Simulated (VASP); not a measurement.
Wanted: the native input for a VASP 6.6.1 run.

```
Task                   : single point
Functional             : LDA
Potentials or basis    : VASP PAW LDA potentials, release 64 (Zn, S)
Cutoff                 : 520 eV
k mesh                 : 8 × 8 × 8
Occupations            : gaussian, width 0.01 eV
Spin                   : no spin polarisation
Dipole correction      : no
Further INCAR settings : ALGO = Normal; EDIFF = 1e-07; NBANDS = 16
```

The structure of ZnS lies in POSCAR:

```
ZnS
1.0
   -0.0132423456      2.6418479536      2.6418479536
    2.6418479536     -0.0132423456      2.6418479536
    2.6418479536      2.6418479536     -0.0132423456
Zn S
1 1
Direct
    0.7495278670      0.7495278670      0.7495278670
    0.0004721330      0.0004721330      0.0004721330
```

This cell differs from its parent crystal: equal xy, yz and zx engineering shears of -0.5 %.

These files were run (other wordings do the same):

INCAR

```
SYSTEM = ZnS
PREC = Accurate
ENCUT = 520
EDIFF = 1E-7
ISMEAR = 0
SIGMA = 0.01
LREAL = .False.
LASPH = .True.
NELM = 80
ALGO = Normal
ISIF = 2
LWAVE = .False.
LCHARG = .False.
GGA = CA
NBANDS = 16
```

KPOINTS

```
regular mesh
0
Gamma
  8 8 8
  0 0 0
```

Potentials or basis: VASP PAW LDA potentials, release 64 (Zn, S).

Launch:

```console
$ cat potpaw_LDA.64/Zn/POTCAR potpaw_LDA.64/S/POTCAR > POTCAR
$ mpirun -np 1 vasp_std > vasp.out
```

Results of the run:

- Pressure: 0.3 GPa
- Band gap on the k mesh: 2.13 eV, direct

Caveat: the cell differs from its parent crystal (equal xy, yz and zx engineering shears of -0.5 %).

It took 15 s on 1 thread of AMD EPYC 9R45 96-Core Processor (Zen 5), with other jobs on the host, peak memory 0.13 GiB.
